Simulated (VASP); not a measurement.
# CaMg (P4/mmm) in VASP: a series of runs

Runs on CaMg. Level: LDA. Tasks: single point.

All numbers are computed with VASP 6.6.1; they aren't measurements. Logs are shortened: lines on timing, memory, paths and dates and some standing lists are left out, and cuts for length are marked.

### Step 1. The cell of the first run

Symmetry: P4/mmm, No. 123, tetragonal system. Conventional cell: a = 3.810 Å, b = 3.810 Å, c = 4.379 Å, α = 90.00°, β = 90.00°, γ = 90.00°. Within 4.6 Å of Ca (site symmetry 4/mmm) lie 8 Mg at 3.47 Å and 6 Ca at 3.81 to 4.38 Å. Within 4.6 Å of Mg (site symmetry 4/mmm) lie 8 Ca at 3.47 Å and 6 Mg at 3.81 to 4.38 Å.

### Step 2. Single point, LDA (31.78 Å³/atom)

The input, INCAR:

```
PREC     = Accurate       # precision mode
ENCUT    = 520            # plane-wave cutoff, eV
EDIFF    = 1E-6           # SCF threshold, eV
ISMEAR   = 0              # smearing method
SIGMA    = 0.15           # smearing width, eV
LREAL    = F              # projectors in reciprocal space
LASPH    = T              # aspherical terms in the spheres
NELM     = 100            # most SCF steps
ALGO     = Fast           # electronic algorithm
ISIF     = 2              # what is computed and relaxed
LWAVE    = F              # write WAVECAR
LCHARG   = T              # write CHGCAR
GGA      = CA             # functional
LELF     = T              # ELF
LVHAR    = T            
NBANDS   = 13             # bands
```

The input, KPOINTS:

```
regular mesh
0
Gamma
  14 14 14
```

The input, POSCAR:

```
CaMg
1.0
    3.8100789846      0.0000000000      0.0000000000
    0.0000000000      3.8100789846      0.0000000000
    0.0000000000      0.0000000000      4.3785427691
Ca Mg
1 1
Direct
    0.0000000000      0.0000000000      0.0000000000
    0.5000000000      0.5000000000      0.5000000000
```

Potentials or basis: VASP PAW LDA potentials, release 64 (Ca_sv, Mg).

Started as:

```console
$ cat potpaw_LDA.64/Ca_sv/POTCAR potpaw_LDA.64/Mg/POTCAR > POTCAR
$ mpirun -np 1 vasp_std > vasp.out
```

OUTCAR:

```text
PREC = Accurate
   ENCUT = 520
   EDIFF = 1E-6
   ISMEAR = 0
   LREAL = F
   LASPH = T
   NELM = 100
   ISIF = 2
   GGA = CA

 ion  position               nearest neighbor table
   1  0.000  0.000  0.000-
   2  0.500  0.500  0.500-

  LATTYP: Found a simple tetragonal cell.
 ALAT       =     3.8100789846
 C/A-ratio  =     1.1492000000

  Lattice vectors:

 A1 = (   3.8100789846,   0.0000000000,   0.0000000000)
 A2 = (   0.0000000000,   3.8100789846,   0.0000000000)
 A3 = (   0.0000000000,   0.0000000000,   4.3785427691)

Analysis of symmetry for initial positions (statically):
=====================================================================
 Subroutine PRICEL returns:
 Original cell was already a primitive cell.

 Routine SETGRP: Setting up the symmetry group for a
 simple tetragonal supercell.

 Subroutine GETGRP returns: Found 16 space group operations
 (whereof 16 operations were pure point group operations)
 out of a pool of 16 trial point group operations.

The static configuration has the point symmetry D_4h.

Analysis of symmetry for dynamics (positions and initial velocities):
=====================================================================
 Subroutine PRICEL returns:
 Original cell was already a primitive cell.

 Routine SETGRP: Setting up the symmetry group for a
 simple tetragonal supercell.

 Subroutine GETGRP returns: Found 16 space group operations
 (whereof 16 operations were pure point group operations)
 out of a pool of 16 trial point group operations.

The dynamic configuration has the point symmetry D_4h.

 Subroutine INISYM returns: Found 16 space group operations
 (whereof 16 operations are pure point group operations),
 and found     1 'primitive' translations

----------------------------------------------------------------------------------------

                                     Primitive cell

  volume of cell :      63.5620

  direct lattice vectors                    reciprocal lattice vectors
     3.810078985  0.000000000  0.000000000     0.262461751  0.000000000  0.000000000
     0.000000000  3.810078985  0.000000000     0.000000000  0.262461751  0.000000000
     0.000000000  0.000000000  4.378542769     0.000000000  0.000000000  0.228386487

  length of vectors
     3.810078985  3.810078985  4.378542769     0.262461751  0.262461751  0.228386487

  position of ions in fractional coordinates (direct lattice)
     0.000000000  0.000000000  0.000000000
[... 81 lines left out ...]
   NSW    =      0    number of steps for IOM
   IBRION =     -1    ionic relax: 0-MD 1-quasi-New 2-CG
   NFREE  =      0    steps in history (QN), initial steepest desc. (CG)
   ISIF   =      2    stress and relaxation
   ISYM   =      2    0-nonsym 1-usesym 2-fastsym
   POTIM  = 0.5000    time-step for ionic-motion
   TEBEG  =    0.0;   TEEND  =   0.0 temperature during run
   PSTRESS=    0.0 pullay stress
   NELECT =      12.0000    total number of electrons
   NUPDOWN=      -1.0000    fix difference up-down
   EMIN   =  10.00;   EMAX   =-10.00  energy-range for DOS
   EFERMI =   0.00;   METHOD = LEGACY
   ISMEAR =     0;   SIGMA  =   0.15  broadening in eV -4-tet -1-fermi 0-gaus
   EFERMI_NEDOS =   21; number of points for ismear=-14 and -15
   IALGO  =     68    algorithm
   IMIX   =      4    mixing-type and parameters
     AMIX     =   0.40;   BMIX     =  1.00
     AMIX_MAG =   1.60;   BMIX_MAG =  1.00
  volume/ion in A,a.u.               =      31.78       214.47
  Fermi-wavevector in a.u.,A,eV,Ry     =   0.939152  1.774741 12.000436  0.882007
  Thomas-Fermi vector in A             =   2.066436
   LORBIT       =      0    0 simple, 1 ext, 2 COOP (PROOUT), +10 PAW based schemes
   GGA     = CA    functional components
   LHFCALC =     F    Hartree Fock is set to
   AEXX    =    0.0000 exact exchange contribution
   IVDW    =     0    specifies the selected vdW correction
   LEPSILON=     F    determine dielectric tensor
   LRPA    =     F    only Hartree local field effects (RPA)
 non-spin polarized calculation
 RMM-DIIS sequential band-by-band and
 Gauss-broadening in eV      SIGMA  =   0.15
  energy-cutoff  :      520.00
  volume of cell :       63.56
 maximum number of plane-waves:      1738
   NGX = 15   NGY = 15   NGZ = 17

 number of electron      12.0000003 magnetization

 Free energy of the ion-electron system (eV)
  ---------------------------------------------------
  ext. energy  EPLUGINS =         0.00000000
  ---------------------------------------------------
  free energy    TOTEN  =        -4.21740077 eV

  energy without entropy =       -4.19747317  energy(sigma->0) =       -4.20743697

 E-fermi :   1.9298     XC(G=0):  -8.3226

 val. band max:        1.9284100454   @ k =   0.2857   0.0000   0.2143
 cond. band min:       1.9307085118   @ k =   0.5000   0.5000   0.1429
 fundamental gap:      0.0022984664
 Fermi energy:         1.9297984349

 k-point     1 :       0.0000    0.0000    0.0000
  band No.  band energies     occupation
      1     -39.1971      2.00000
      2     -20.4869      2.00000
      3     -20.4528      2.00000
      4     -20.4528      2.00000
      5      -3.1592      2.00000
      6       2.6441      0.00000
      7       3.0189      0.00000
      8       4.3624      0.00000
      9       5.4631      0.00000
     10       5.4631      0.00000
     11       5.8806      0.00000
     12       6.7307      0.00000
     13       6.7307      0.00000
[... 354 lines left out ...]
  band No.  band energies     occupation
      1     -39.1886      2.00000
      2     -20.5337      2.00000
      3     -20.4853      2.00000
      4     -20.4744      2.00000
      5      -1.3317      2.00000
      6       1.3522      2.00000
      7       3.0882      0.00000
      8       3.6888      0.00000
      9       4.1693      0.00000
     10       4.8156      0.00000
     11       6.1727      0.00000
     12       6.8253      0.00000
     13       8.0756      0.00000

 [... further k-points ...]
[... 5 lines left out ...]
  --------------------------------------------------------------------------------------
  -------------------------------------------------------------------------------------
  Total       -0.8790033     -0.8790033     -1.2516758      0.0000000      0.0000000      0.0000000
  in kB      -22.1566204    -22.1566204    -31.5504017      0.0000000      0.0000000      0.0000000
  external PRESSURE =     -25.2878809 kB  Pullay stress =       0.0000000 kB

 VOLUME and BASIS-vectors are now :
 -----------------------------------------------------------------------------
  energy-cutoff  :      520.00
  volume of cell :       63.56
      direct lattice vectors                 reciprocal lattice vectors
     3.810078985  0.000000000  0.000000000     0.262461751  0.000000000  0.000000000
     0.000000000  3.810078985  0.000000000     0.000000000  0.262461751  0.000000000
     0.000000000  0.000000000  4.378542769     0.000000000  0.000000000  0.228386487

 POSITION                                       TOTAL-FORCE (eV/Angst)
 -----------------------------------------------------------------------------------
      0.00000      0.00000      0.00000         0.000000      0.000000      0.000000
      1.90504      1.90504      2.18927         0.000000      0.000000      0.000000
 -----------------------------------------------------------------------------------
    total drift:                               -0.000000     -0.000000     -0.000000

  FREE ENERGIE OF THE ION-ELECTRON SYSTEM (eV)
  ---------------------------------------------------
  free  energy   TOTEN  =        -4.2174007679 eV

  energy  without entropy=       -4.1974731716  energy(sigma->0) =       -4.20743697
```

Run time: 5.9 min. Hardware: 1 thread of Intel Xeon 8259CL, shared host; peak memory 0.37 GiB.

Results:

| Quantity | Value |
| --- | --- |
| Free energy | -4.2174 eV |
| Pressure | -2.5 GPa |
| Band gap on the k mesh | zero (bands 6 and 7 overlap by 1.23 eV) |

Stress tensor (GPa, compression positive):
```
-2.22  0.00  0.00
 0.00 -2.22  0.00
 0.00  0.00 -3.16
```

Levels at points of the mesh, in eV from the Fermi level:
```tsv
k point	band 3	band 4	band 5	band 6	band 7	band 8	band 9	band 10
(0.00, 0.00, 0.00)	-22.38	-22.38	-5.09	0.71	1.09	2.43	3.53	3.53
(0.50, 0.00, 0.00)	-22.41	-22.37	-2.67	-2.25	1.40	1.69	2.58	3.76
(0.50, 0.50, 0.00)	-22.47	-22.40	-1.51	0.06	0.06	0.62	2.22	2.22
(0.00, 0.00, 0.50)	-22.38	-22.38	-3.36	-2.70	1.50	2.58	2.58	3.58
(0.50, 0.00, 0.50)	-22.43	-22.37	-2.03	-0.52	-0.31	0.10	2.86	3.14
(0.50, 0.50, 0.50)	-22.47	-22.42	-0.33	-0.23	-0.23	1.28	2.72	2.74
```

### Step 3. Single point, LDA (31.78 Å³/atom)

The input, INCAR:

```
SYSTEM = CaMg
PREC = Accurate ; ENCUT = 520
EDIFF = 1E-6 ; ISMEAR = 0
SIGMA = 0.15 ; LREAL = .FALSE.
LASPH = .TRUE. ; NELM = 80
ALGO = Fast ; ISIF = 2
LWAVE = .FALSE. ; LCHARG = .TRUE.
GGA = CA ; LELF = .TRUE.
LVHAR = .TRUE. ; NBANDS = 13
```

The input, KPOINTS:

```
regular mesh
0
G
  14 14 14
  0 0 0
```

The input, POSCAR:

```
CaMg
1.0
    4.1801592284      0.0000000000      0.0000000000
    0.0000000000      4.1801592284      0.0000000000
    0.0000000000      0.0000000000      3.6375745606
Ca Mg
1 1
Direct
    0.0000000000      0.0000000000      0.0000000000
    0.5000000000      0.5000000000      0.5000000000
```

Potentials or basis: VASP PAW LDA potentials, release 64 (Ca_sv, Mg).

Started as:

```console
$ cat potpaw_LDA.64/Ca_sv/POTCAR potpaw_LDA.64/Mg/POTCAR > POTCAR
$ mpirun -np 1 vasp_std > vasp.out
```

Run time: 4.8 min. Hardware: 1 thread of Intel Xeon 8259CL, shared host; peak memory 0.37 GiB.

The run converged. Its results:

```yaml
Free_energy: -4.2009 eV
Pressure: -2.5 GPa
Band_gap_on_the_k_mesh: zero (bands 6 and 7 overlap by 1.51 eV)
```

Stress tensor (GPa, compression positive):
```
-3.26  0.00  0.00
 0.00 -3.26  0.00
 0.00  0.00 -1.00
```

Levels at points of the mesh, in eV from the Fermi level:
| k point | band 4 | band 5 | band 6 | band 7 | band 8 | band 9 |
| --- | --- | --- | --- | --- | --- | --- |
| (0.00, 0.00, 0.00) | -22.38 | -5.09 | 0.83 | 0.95 | 3.14 | 3.14 |
| (0.50, 0.00, 0.00) | -22.38 | -3.16 | -2.56 | 1.48 | 1.74 | 3.00 |
| (0.50, 0.50, 0.00) | -22.37 | -2.26 | -0.59 | -0.59 | -0.14 | 3.29 |
| (0.00, 0.00, 0.50) | -22.39 | -2.38 | -2.07 | 1.78 | 1.78 | 1.90 |
| (0.50, 0.00, 0.50) | -22.39 | -1.66 | -0.21 | 0.05 | 0.49 | 2.26 |
| (0.50, 0.50, 0.50) | -22.43 | -0.29 | -0.29 | -0.22 | 1.29 | 2.74 |

### Step 4. Single point, LDA (31.78 Å³/atom)

The input, INCAR:

```
ALGO     = Fast           # electronic algorithm
EDIFF    = 1E-7           # SCF threshold, eV
ENCUT    = 520            # plane-wave cutoff, eV
GGA      = CA             # functional
ISIF     = 2              # what is computed and relaxed
ISMEAR   = 0              # smearing method
LASPH    = True           # aspherical terms in the spheres
LCHARG   = False          # write CHGCAR
LREAL    = False          # projectors in reciprocal space
LWAVE    = False          # write WAVECAR
NBANDS   = 13             # bands
NELM     = 60             # most SCF steps
PREC     = Accurate       # precision mode
SIGMA    = 0.15           # smearing width, eV
```

The input, KPOINTS:

```
k-points
0
Gamma
  14 14 14
```

The input, POSCAR:

```
CaMg
1.0
    3.7227363685      0.0000000000      0.0000000000
    0.0000000000      3.7227363685      0.0000000000
    0.0000000000      0.0000000000      4.5864112060
Ca Mg
1 1
Direct
    0.0000000000      0.0000000000      0.0000000000
    0.5000000000      0.5000000000      0.5000000000
```

Started as:

```console
$ cat potpaw_LDA.64/Ca_sv/POTCAR potpaw_LDA.64/Mg/POTCAR > POTCAR
$ mpirun -np 1 vasp_std > vasp.out
```

Run time: 7.3 min. Hardware: 1 thread of Intel Xeon 8259CL, shared host; peak memory 0.37 GiB.

Results (log left out):

```yaml
Free_energy: -4.1982 eV
Pressure: -2.5 GPa
Band_gap_on_the_k_mesh: zero (bands 6 and 7 overlap by 1.21 eV)
```

Stress tensor (GPa, compression positive):
```
-2.13  0.00  0.00
 0.00 -2.13  0.00
 0.00  0.00 -3.25
```

Levels at points of the mesh, in eV from the Fermi level:
| k point | band 2 | band 3 | band 4 | band 5 | band 6 | band 7 | band 8 | band 9 | band 10 | band 11 |
| --- | --- | --- | --- | --- | --- | --- | --- | --- | --- | --- |
| (0.00, 0.00, 0.00) | -22.44 | -22.39 | -22.39 | -5.10 | 0.50 | 1.12 | 1.78 | 3.52 | 3.52 | 4.09 |
| (0.50, 0.00, 0.00) | -22.52 | -22.42 | -22.37 | -2.55 | -2.17 | 1.05 | 1.65 | 2.75 | 3.78 | 4.87 |
| (0.50, 0.50, 0.00) | -22.50 | -22.50 | -22.41 | -1.33 | 0.24 | 0.24 | 0.79 | 2.01 | 2.01 | 4.74 |
| (0.00, 0.00, 0.50) | -22.46 | -22.39 | -22.39 | -3.57 | -2.84 | 1.43 | 2.79 | 2.79 | 3.20 | 4.14 |
| (0.50, 0.00, 0.50) | -22.51 | -22.44 | -22.37 | -2.07 | -0.61 | -0.31 | 0.03 | 2.94 | 3.33 | 3.47 |
| (0.50, 0.50, 0.50) | -22.50 | -22.50 | -22.42 | -0.34 | -0.17 | -0.17 | 1.37 | 2.76 | 2.81 | 2.81 |

(Continued in part 2 of 2.)
